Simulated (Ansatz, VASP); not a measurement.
## HfZrS3 in VASP and in Ansatz

File INCAR:

```
  ALGO = Normal
  EDIFF = 1E-6
  ENCUT = 520
  GGA = PE
  ISIF = 2
  ISMEAR = 0
  ISPIN = 2
  LASPH = True
  LCHARG = False
  LMAXMIX = 4
  LORBIT = 11
  LREAL = False
  LWAVE = False
  MAGMOM = 1 0 0 0 0
  NBANDS = 32
  NELM = 150
  PREC = Accurate
  SIGMA = 0.1
```

KPOINTS

```
k-points
0
Gamma
  4 4 4
```

The input POSCAR:

```
HfZrS3
1.0
    4.1301333250      0.0000000000      0.0000000000
    0.0000000000      4.1301333250      0.0000000000
    0.0000000000      0.0000000000      6.0618046617
Zr Hf S
1 1 3
Direct
    0.0000000000      0.0000000000      0.4774690859
    0.0000000000      0.0000000000      0.9915009312
    0.5000000000      0.0000000000      0.2265043501
    0.0000000000      0.5000000000      0.2265043501
    0.5000000000      0.5000000000      0.7252450127
```

Input for Ansatz:

```yaml
crystal:
  lattice:
    - [4.130133325, 0.0, 0.0]
    - [0.0, 4.130133325, 0.0]
    - [0.0, 0.0, 6.0618046617]
  atoms:
    - { symbol: Zr, position: [0.0, 0.0, 0.4774690859], spin: 1.0 }
    - { symbol: Hf, position: [0.0, 0.0, 0.9915009312] }
    - { symbol: S, position: [0.5, 0.0, 0.2265043501] }
    - { symbol: S, position: [0.0, 0.5, 0.2265043501] }
    - { symbol: S, position: [0.5, 0.5, 0.7252450127] }
basis:
  ecutwfc: 420
kpoints:
  mp_grid: { grid: [4, 4, 4] }
hamiltonian:
  xc: pbe
scf:
  occupations: { method: gaussian, width: 0.1 }
  lower_state_search: "off"
output:
  forces: true
  stress: true
  eigenvalues: true
  populations: true
magnetization:
  spin_polarized: true
```

Alike in both runs: task single point; functional PBE; k mesh 4 × 4 × 4; occupations gaussian, width 0.1 eV; collinear spin.

|  | VASP | Ansatz |
| --- | --- | --- |
| version | VASP 6.6.1 | Ansatz 0.2.0 |
| potentials or method | VASP PAW PBE potentials, release 64 (Zr_sv, Hf_pv, S), cutoff 520 eV | scalar-relativistic, plane waves, PAW |
| valence electrons in the cell | 40 | 56 |

```tsv
	VASP	Ansatz	Ansatz less VASP
gap on the k mesh at the Fermi level (eV)	none	none	-
pressure (GPa)	-0.3	0.0	+0.38
traceless stress, the component that is largest in VASP (GPa)	-0.10	-0.03	+0.068
rms of the force components (eV/Å)	0.037	0.002	-0.0354
net moment per atom (μB)	0.00	0.00	0.000
```

Atom by atom the forces differ by 0.036 eV/Å (rms over components). A gap of «none» marks a metal or a gap that the smearing closes. With one functional, cell and mesh, what is left measures potentials, basis and numerics. VASP's potentials hold 40 valence electrons a cell and Ansatz's 56, so a difference there can come from the potentials and not from the codes. Ansatz's warnings: seeded moment not kept.

The k mesh is coarse, so the values compare programs but aren't converged. Spin-orbit coupling is off throughout.
